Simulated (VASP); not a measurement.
Here is a VASP 6.6.1 calculation.

INCAR

```
SYSTEM = Cl
PREC = Accurate
ENCUT = 500
EDIFF = 1E-6
ISMEAR = -1
SIGMA = 0.02
LREAL = .False.
LASPH = .True.
NELM = 120
ALGO = Normal
ISIF = 2
LWAVE = .False.
LCHARG = .False.
GGA = PE
NBANDS = 10
GGA_COMPAT = .False.
```

KPOINTS

```
regular mesh
0
Gamma
  17 17 17
  0 0 0
```

The input POSCAR:

```
Cl
1.0
   -1.7471343541      1.7471343541      1.7471343541
    1.7471343541     -1.7471343541      1.7471343541
    1.7471343541      1.7471343541     -1.7471343541
Cl
1
Direct
    0.0000000000      0.0000000000      0.0000000000
```

Potentials or basis: VASP PAW PBE potentials, release 64 (Cl).

Run with:

```console
$ cat potpaw_PBE.64/Cl/POTCAR > POTCAR
$ mpirun -np 1 vasp_std > vasp.out
```

Estimate the pressure.

-0.1 GPa.

Predict the band gap on the k mesh.

zero (an odd number of electrons rules out a gap without spin polarisation).

Caveat: an odd number of electrons without spin polarisation forces a metal; a magnetic or distorted state may lie lower.
